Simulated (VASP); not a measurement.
## BN: relaxation of cell and atoms with PBEsol

Crystal: BN.

```
B N
1.0
     1.20872    0.69785    2.71836
    -1.20872    0.69785    2.71836
     0.00000   -1.39571    2.71836
B N
1 1
Direct
  0.00067 0.00067 0.00067
  0.33176 0.33176 0.33176
```

```json
{"Program": "VASP 6.6.1", "Task": "relaxation of cell and atoms", "Functional": "PBEsol", "Potentials or basis": "VASP PAW PBE potentials, release 64 (B, N)", "Cutoff": "600 eV", "k mesh": "12 × 12 × 12", "Occupations": "gaussian, width 0.02 eV", "Spin": "no spin polarisation", "Target pressure": "25 GPa", "Dipole correction": "no", "Further INCAR settings": "ALGO = Normal; EDIFF = 1e-06; IBRION = 2; EDIFFG = -0.008; NSW = 70; ISIF = 3"}
```

| Quantity | Value |
| --- | --- |
| Relaxed volume | 6.76 Å³/atom |
| Relaxed cell | a = 2.933 Å, b = 2.933 Å, c = 2.933 Å, α = 49.72°, β = 49.72°, γ = 49.72° |
| Space group after relaxing (to 0.1 Å) | R3m (No. 160) |
| Energy change on relaxing (the run minimises the enthalpy) | -16.9 meV/atom |
| Ionic steps | 11 |
| Pressure after relaxing | 25.0 GPa |
| Band gap on the k mesh | 3.30 eV (least direct gap 4.93 eV) |

Stress tensor (GPa, compression positive):
```
25.00  0.00  0.00
 0.00 25.00  0.00
 0.00  0.00 24.87
```

Step by step:
| step | energy change (eV) | largest force (eV/Å) | pressure (GPa) | volume (Å³) |
| --- | --- | --- | --- | --- |
| 1 | 0.0000 | 0.0495 | 42.30 | 13.76 |
| 2 | -0.0757 | 0.1287 | -13.60 | 15.26 |
| 3 | -0.1273 | 0.0659 | 20.52 | 14.24 |
| 4 | -0.1243 | 0.0650 | 21.33 | 14.23 |
| 5 | -0.0993 | 0.0665 | 22.47 | 14.00 |
| 6 | -0.0498 | 0.0982 | 24.71 | 13.62 |
| 7 | -0.0346 | 0.1134 | 25.42 | 13.52 |
| 8 | -0.0365 | 0.0070 | 24.36 | 13.53 |
| 9 | -0.0365 | 0.0076 | 24.37 | 13.53 |
| 10 | -0.0267 | 0.0233 | 26.50 | 13.47 |
| 11 | -0.0339 | 0.0010 | 24.96 | 13.51 |

Final structure:
```yaml
crystal:
  lattice:
    - [1.23327, 0.71203, 2.56445]
    - [-1.23327, 0.71203, 2.56445]
    - [0.00000, -1.42406, 2.56445]
  atoms:
    - { symbol: B, position: [0.00283, 0.00283, 0.00283] }
    - { symbol: N, position: [0.32961, 0.32961, 0.32961] }
```

Levels at points of the mesh, in eV from the valence-band top:
| k point | band 1 | band 2 | band 3 | band 4 | band 5 | band 6 | band 7 | band 8 |
| --- | --- | --- | --- | --- | --- | --- | --- | --- |
| (0.00, 0.00, 0.00) | -19.16 | -2.37 | -1.55 | -1.55 | 7.36 | 11.62 | 11.62 | 13.10 |
| (0.50, 0.00, 0.00) | -15.37 | -10.01 | -4.34 | -0.22 | 5.29 | 10.87 | 14.54 | 18.46 |
| (0.50, 0.50, 0.00) | -14.87 | -9.28 | -4.86 | -2.49 | 3.30 | 9.26 | 16.70 | 21.62 |
| (0.50, 0.50, 0.50) | -17.56 | -8.56 | -1.75 | -1.75 | 11.23 | 11.23 | 12.50 | 13.38 |

It took 2.7 min on 1 thread of Intel Xeon 8259CL, on a shared host, peak memory 0.15 GiB.

Caveat: the cell is relaxed towards a set pressure, so the run minimises the enthalpy, not the energy; the PAW data sets were made with another functional, which shifts forces and pressure a little. A k mesh can miss the band edges.
